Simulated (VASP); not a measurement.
# GaN (F-43m) in VASP: notebook

GaN is run at these levels: r2SCAN; tasks: single point.

Everything below comes from runs of VASP 6.6.1. Logs are shortened: lines on timing, memory, paths and dates and some standing lists are left out, and cuts for length are marked.

## (1) The cell of the first run

The structure is cubic, space group F-43m (No. 216). The conventional cell has a = 4.498 Å, b = 4.498 Å, c = 4.498 Å, α = 90.00°, β = 90.00°, γ = 90.00°. Within 2.6 Å of Ga (site symmetry -43m) lie 4 N at 1.95 Å. Within 2.6 Å of N (site symmetry -43m) lie 4 Ga at 1.95 Å.

## (2) Single point, r2SCAN

Contents of POSCAR:

```
GaN
1.0
    0.0000000000      2.2489367676      2.2489367676
    2.2489367676      0.0000000000      2.2489367676
    2.2489367676      2.2489367676      0.0000000000
Ga N
1 1
Direct
    0.0000000000      0.0000000000      0.0000000000
    0.7500000000      0.7500000000      0.7500000000
```

Contents of INCAR.step1:

```
SYSTEM = GaN
PREC     = Accurate       ! precision mode
ENCUT    = 520            ! plane-wave cutoff, eV
ISMEAR   = 0              ! smearing method
SIGMA    = 0.05           ! smearing width, eV
LREAL    = .FALSE.        ! projectors in reciprocal space
LASPH    = .TRUE.         ! aspherical terms in the spheres
NELM     = 80             ! most SCF steps
NBANDS   = 16             ! bands
GGA      = PE             ! functional
ALGO     = Normal         ! electronic algorithm
EDIFF    = 1E-4           ! SCF threshold, eV
LWAVE    = .TRUE.         ! write WAVECAR
LCHARG   = .FALSE.        ! write CHGCAR
```

Contents of INCAR.step2:

```
SYSTEM = GaN
PREC     = Accurate       ! precision mode
ENCUT    = 520            ! plane-wave cutoff, eV
EDIFF    = 1E-7           ! SCF threshold, eV
ISMEAR   = 0              ! smearing method
SIGMA    = 0.05           ! smearing width, eV
LREAL    = .FALSE.        ! projectors in reciprocal space
LASPH    = .TRUE.         ! aspherical terms in the spheres
NELM     = 80             ! most SCF steps
ALGO     = Normal         ! electronic algorithm
ISIF     = 2              ! what is computed and relaxed
LWAVE    = .FALSE.        ! write WAVECAR
LCHARG   = .FALSE.        ! write CHGCAR
METAGGA  = R2SCAN         ! meta-GGA
LMIXTAU  = .TRUE.       
NBANDS   = 16             ! bands
ISTART   = 1
```

Contents of KPOINTS:

```
Automatic mesh
0
G
  8 8 8
  0 0 0
```

Potentials or basis: VASP PAW PBE potentials, release 64 (Ga_d, N).

The run is started by

```console
cat potpaw_PBE.64/Ga_d/POTCAR potpaw_PBE.64/N/POTCAR > POTCAR
cp INCAR.step1 INCAR
mpirun -np 1 vasp_std > vasp.out
cp INCAR.step2 INCAR
mpirun -np 1 vasp_std > vasp.out
```

OUTCAR:

```text
SYSTEM = GaN
   PREC = Accurate
   ENCUT = 520
   EDIFF = 1E-7
   ISMEAR = 0
   LREAL = .FALSE.
   LASPH = .TRUE.
   NELM = 80
   ISIF = 2
   METAGGA = R2SCAN
   ISTART = 1

 ion  position               nearest neighbor table
   1  0.000  0.000  0.000-   2 1.95   2 1.95   2 1.95   2 1.95
   2  0.750  0.750  0.750-   1 1.95   1 1.95   1 1.95   1 1.95

  LATTYP: Found a face centered cubic cell.
 ALAT       =     4.4978735352

  Lattice vectors:

 A1 = (   0.0000000000,   2.2489367676,   2.2489367676)
 A2 = (   2.2489367676,   0.0000000000,   2.2489367676)
 A3 = (   2.2489367676,   2.2489367676,   0.0000000000)

Analysis of symmetry for initial positions (statically):
=====================================================================
 Subroutine PRICEL returns:
 Original cell was already a primitive cell.

 Routine SETGRP: Setting up the symmetry group for a
 face centered cubic supercell.

 Subroutine GETGRP returns: Found 24 space group operations
 (whereof 24 operations were pure point group operations)
 out of a pool of 48 trial point group operations.

The static configuration has the point symmetry T_d .

Analysis of symmetry for dynamics (positions and initial velocities):
=====================================================================
 Subroutine PRICEL returns:
 Original cell was already a primitive cell.

 Routine SETGRP: Setting up the symmetry group for a
 face centered cubic supercell.

 Subroutine GETGRP returns: Found 24 space group operations
 (whereof 24 operations were pure point group operations)
 out of a pool of 48 trial point group operations.

The dynamic configuration has the point symmetry T_d .

 Subroutine INISYM returns: Found 24 space group operations
 (whereof 24 operations are pure point group operations),
 and found     1 'primitive' translations

----------------------------------------------------------------------------------------

                                     Primitive cell

  volume of cell :      22.7490

  direct lattice vectors                    reciprocal lattice vectors
     0.000000000  2.248936768  2.248936768    -0.222327282  0.222327282  0.222327282
     2.248936768  0.000000000  2.248936768     0.222327282 -0.222327282  0.222327282
     2.248936768  2.248936768  0.000000000     0.222327282  0.222327282 -0.222327282

  length of vectors
     3.180476878  3.180476878  3.180476878     0.385082149  0.385082149  0.385082149

  position of ions in fractional coordinates (direct lattice)
     0.000000000  0.000000000  0.000000000
     0.750000000  0.750000000  0.750000000

  ion indices of the primitive-cell ions
   primitive index   ion index
                 1           1
                 2           2

----------------------------------------------------------------------------------------

 KPOINTS: Automatic mesh

Automatic generation of k-mesh.
 Grid dimensions read from file:
 generate k-points for:    8    8    8

 Generating k-lattice:

  Cartesian coordinates                     Fractional coordinates (reciprocal lattice)
    -0.027790910  0.027790910  0.027790910     0.125000000  0.000000000  0.000000000
     0.027790910 -0.027790910  0.027790910     0.000000000  0.125000000  0.000000000
     0.027790910  0.027790910 -0.027790910     0.000000000  0.000000000  0.125000000

  Length of vectors
     0.048135269  0.048135269  0.048135269

  Shift w.r.t. Gamma in fractional coordinates (k-lattice)
     0.000000000  0.000000000  0.000000000

 Subroutine IBZKPT returns following result:
 ===========================================

 Found     29 irreducible k-points:

 Following reciprocal coordinates:
            Coordinates               Weight
  0.000000  0.000000  0.000000      1.000000
  0.125000  0.000000  0.000000      8.000000
  0.250000  0.000000  0.000000      8.000000
  0.375000  0.000000  0.000000      8.000000
  0.500000  0.000000  0.000000      4.000000
  0.125000  0.125000  0.000000      6.000000
[... 16 lines left out ...]
  0.500000  0.250000  0.125000     48.000000
 -0.375000  0.250000  0.125000     24.000000
 [... further k-points ...]
   k-points           NKPTS =     29   k-points in BZ     NKDIM =     29   number of bands    NBANDS=     16
   number of dos      NEDOS =    301   number of ions     NIONS =      2
   total plane-waves  NPLWV =  13824
   dimension x,y,z NGX =    24 NGY =   24 NGZ =   24
   dimension x,y,z NGXF=    48 NGYF=   48 NGZF=   48
   ions per type =               1   1
   NGX,Y,Z   is equivalent  to a cutoff of  12.54, 12.54, 12.54 a.u.
   NGXF,Y,Z  is equivalent  to a cutoff of  25.09, 25.09, 25.09 a.u.
 SYSTEM =  GaN
   PREC   = accura    normal or accurate (medium, high low for compatibility)
   ISTART =      1    job   : 0-new  1-cont  2-samecut
   ICHARG =      0    charge: 1-file 2-atom 10-const
   ISPIN  =      1    spin polarized calculation?
   LNONCOLLINEAR =      F non collinear calculations
   LSORBIT =      F    spin-orbit coupling
   LASPH  =      T    aspherical Exc in radial PAW
   ENCUT  =  520.0 eV  38.22 Ry    6.18 a.u.   5.91  5.91  5.91*2*pi/ulx,y,z
   NELM   =     80;   NELMIN=  2; NELMDL=  0     # of ELM steps
   EDIFF  = 0.1E-06   stopping-criterion for ELM
   LREAL  =      F    real-space projection
   EDIFFG = 0.1E-05   stopping-criterion for IOM
   NSW    =      0    number of steps for IOM
   IBRION =     -1    ionic relax: 0-MD 1-quasi-New 2-CG
   NFREE  =      0    steps in history (QN), initial steepest desc. (CG)
   ISIF   =      2    stress and relaxation
   ISYM   =      2    0-nonsym 1-usesym 2-fastsym
   POTIM  = 0.5000    time-step for ionic-motion
   TEBEG  =    0.0;   TEEND  =   0.0 temperature during run
   PSTRESS=    0.0 pullay stress
   NELECT =      18.0000    total number of electrons
   NUPDOWN=      -1.0000    fix difference up-down
   EMIN   =  10.00;   EMAX   =-10.00  energy-range for DOS
   EFERMI =   0.00;   METHOD = LEGACY
   ISMEAR =     0;   SIGMA  =   0.05  broadening in eV -4-tet -1-fermi 0-gaus
   EFERMI_NEDOS =   21; number of points for ismear=-14 and -15
   IALGO  =     38    algorithm
   IMIX   =      4    mixing-type and parameters
     AMIX     =   0.40;   BMIX     =  1.00
     AMIX_MAG =   1.60;   BMIX_MAG =  1.00
  volume/ion in A,a.u.               =      11.37        76.76
  Fermi-wavevector in a.u.,A,eV,Ry     =   1.514183  2.861391 31.194768  2.292751
  Thomas-Fermi vector in A             =   2.623875
   LORBIT       =      0    0 simple, 1 ext, 2 COOP (PROOUT), +10 PAW based schemes
   METAGGA = R2SCAN    functional components
   LHFCALC =     F    Hartree Fock is set to
   AEXX    =    0.0000 exact exchange contribution
   IVDW    =     0    specifies the selected vdW correction
   LEPSILON=     F    determine dielectric tensor
   LRPA    =     F    only Hartree local field effects (RPA)
 non-spin polarized calculation
 Gauss-broadening in eV      SIGMA  =   0.05
  energy-cutoff  :      520.00
  volume of cell :       22.75
 maximum number of plane-waves:       620
   NGX = 11   NGY = 11   NGZ = 11

 number of electron      18.0000009 magnetization

 Free energy of the ion-electron system (eV)
  ---------------------------------------------------
  ext. energy  EPLUGINS =         0.00000000
  ---------------------------------------------------
  free energy    TOTEN  =       -21.89603999 eV

  energy without entropy =      -21.89603999  energy(sigma->0) =      -21.89603999

 E-fermi :   5.3959     XC(G=0): -12.6706

 val. band max:        5.0831708806   @ k =   0.0000   0.0000   0.0000
 cond. band min:       7.2428706958   @ k =   0.0000   0.0000   0.0000
 fundamental gap:      2.1596998152
 Fermi energy:         5.3958935462

 k-point     1 :       0.0000    0.0000    0.0000
  band No.  band energies     occupation
      1     -11.7000      2.00000
      2      -8.7525      2.00000
      3      -8.7525      2.00000
      4      -8.7525      2.00000
      5      -8.3953      2.00000
      6      -8.3953      2.00000
[... 8 lines left out ...]
     15      24.8574      0.00000
     16      24.8574      0.00000

 k-point     2 :       0.1250    0.0000    0.0000
  band No.  band energies     occupation
      1     -11.5286      2.00000
      2      -8.7306      2.00000
      3      -8.7306      2.00000
      4      -8.6867      2.00000
      5      -8.3968      2.00000
      6      -8.3968      2.00000
[... 8 lines left out ...]
     15      23.1264      0.00000
     16      23.2511      0.00000

 k-point     3 :       0.2500    0.0000    0.0000
  band No.  band energies     occupation
      1     -11.1338      2.00000
      2      -8.6867      2.00000
      3      -8.6866      2.00000
      4      -8.3948      2.00000
      5      -8.3906      2.00000
      6      -8.3905      2.00000
[... 8 lines left out ...]
     15      22.7570      0.00000
     16      22.7570      0.00000

 k-point     4 :       0.3750    0.0000    0.0000
  band No.  band energies     occupation
      1     -10.8059      2.00000
      2      -8.6597      2.00000
      3      -8.6596      2.00000
      4      -8.3656      2.00000
      5      -8.3656      2.00000
      6      -7.7494      2.00000
[... 8 lines left out ...]
     15      24.3217      0.00000
     16      24.3218      0.00000

 k-point     5 :       0.5000    0.0000    0.0000
  band No.  band energies     occupation
      1     -10.7001      2.00000
      2      -8.6540      2.00000
      3      -8.6539      2.00000
      4      -8.3493      2.00000
      5      -8.3492      2.00000
      6      -7.2670      2.00000
[... 8 lines left out ...]
     15      25.8895      0.00000
     16      25.8895      0.00000

 k-point     6 :       0.1250    0.1250    0.0000
  band No.  band energies     occupation
      1     -11.4725      2.00000
      2      -8.7102      2.00000
      3      -8.7102      2.00000
      4      -8.6927      2.00000
      5      -8.4096      2.00000
      6      -8.3835      2.00000
[... 8 lines left out ...]
     15      25.8583      0.00000
     16      25.9778      0.00000
[... 267 lines left out ...]
 k-point    21 :       0.5000    0.5000    0.0000
  band No.  band energies     occupation
      1     -10.4891      2.00000
      2      -8.6387      2.00000
      3      -8.4295      2.00000
      4      -8.4295      2.00000
      5      -8.3147      2.00000
      6      -6.8879      2.00000
[... 8 lines left out ...]
     15      27.9508      0.00000
     16      30.5230      0.00000

 k-point    22 :       0.3750    0.2500    0.1250
  band No.  band energies     occupation
      1     -10.8767      2.00000
      2      -8.6391      2.00000
      3      -8.6191      2.00000
      4      -8.4836      2.00000
      5      -8.3667      2.00000
      6      -8.0522      2.00000
[... 8 lines left out ...]
     15      25.1679      0.00000
     16      27.5123      0.00000

 k-point    23 :       0.5000    0.2500    0.1250
  band No.  band energies     occupation
      1     -10.6570      2.00000
      2      -8.6280      2.00000
      3      -8.5847      2.00000
      4      -8.4467      2.00000
      5      -8.3603      2.00000
      6      -7.4015      2.00000
[... 8 lines left out ...]
     15      25.3278      0.00000
     16      27.2621      0.00000

 k-point    24 :      -0.3750    0.2500    0.1250
  band No.  band energies     occupation
      1     -10.5861      2.00000
      2      -8.6319      2.00000
      3      -8.5714      2.00000
      4      -8.4180      2.00000
      5      -8.3633      2.00000
      6      -6.9743      2.00000
[... 8 lines left out ...]
     15      24.8603      0.00000
     16      27.2316      0.00000

 [... further k-points ...]

------------------------ aborting loop because EDIFF is reached ----------------------------------------

  FORCE on cell =-STRESS in cart. coord.  units (eV):
  Direction    XX          YY          ZZ          XY          YZ          ZX
  --------------------------------------------------------------------------------------
  -------------------------------------------------------------------------------------
  Total        0.1562844      0.1562844      0.1562844     -0.0000000      0.0000000      0.0000000
  in kB       11.0068837     11.0068837     11.0068837     -0.0000000      0.0000000      0.0000000
  external PRESSURE =      11.0068837 kB  Pullay stress =       0.0000000 kB

 VOLUME and BASIS-vectors are now :
 -----------------------------------------------------------------------------
  energy-cutoff  :      520.00
  volume of cell :       22.75
      direct lattice vectors                 reciprocal lattice vectors
     0.000000000  2.248936768  2.248936768    -0.222327282  0.222327282  0.222327282
     2.248936768  0.000000000  2.248936768     0.222327282 -0.222327282  0.222327282
     2.248936768  2.248936768  0.000000000     0.222327282  0.222327282 -0.222327282

 POSITION                                       TOTAL-FORCE (eV/Angst)
 -----------------------------------------------------------------------------------
      0.00000      0.00000      0.00000         0.000000      0.000000      0.000000
      3.37341      3.37341      3.37341        -0.000000     -0.000000     -0.000000
 -----------------------------------------------------------------------------------
    total drift:                               -0.000008     -0.000008     -0.000008

  FREE ENERGIE OF THE ION-ELECTRON SYSTEM (eV)
  ---------------------------------------------------
  free  energy   TOTEN  =       -21.8960399934 eV

  energy  without entropy=      -21.8960399934  energy(sigma->0) =      -21.89603999
```

Run time: 19 s. Hardware: 1 thread of Intel Xeon 6975P-C (Granite Rapids), shared host; peak memory 0.14 GiB.

Results:

| Item | Value |
| --- | --- |
| Free energy | -21.8960 eV |
| Pressure | 1.1 GPa |
| Band gap on the k mesh | 2.16 eV |

Caveat: the PAW data sets were made with another functional, which shifts forces and pressure a little.

(Part 1 of 2 ends here.)
